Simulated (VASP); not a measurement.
A run of VASP 6.6.1 is set up as follows.

File INCAR:

```
SYSTEM = PtS2
ALGO = Normal
EDIFF = 1E-6
EDIFFG = -0.01
ENCUT = 520
GGA = PE
IBRION = 2
ISIF = 2
ISMEAR = 0
LASPH = .TRUE.
LCHARG = .FALSE.
LREAL = .FALSE.
LWAVE = .FALSE.
NELM = 60
NSW = 50
PREC = Accurate
SIGMA = 0.05
```

KPOINTS

```
k-points
0
G
  9 9 4
  0 0 0
```

The input POSCAR:

```
PtS2
1.0
    3.8270000000      0.0000000000      0.0000000000
   -1.9135000000      3.3142792203      0.0000000000
    0.0000000000      0.0000000000      6.6591000000
Pt S
1 2
Direct
    0.0000000000      0.0000000000      0.0000000000
    0.3333333333      0.6666666667      0.1889525212
    0.6666666667      0.3333333333      0.8110474788
```

Potentials or basis: VASP PAW PBE potentials, release 64 (Pt, S).

Run with:

```sh
$ cat potpaw_PBE.64/Pt/POTCAR potpaw_PBE.64/S/POTCAR > POTCAR
$ mpirun -np 1 vasp_std > vasp.out
```

(1) What does it give for the band gap on the k mesh?

(2) Predict the energy gained by relaxing.

## Answers

(1) 1.19 eV (least direct gap 1.25 eV).

(2) 85.0 meV/atom.

Caveat: spin-orbit coupling is left out, which moves the levels of the heavy elements.
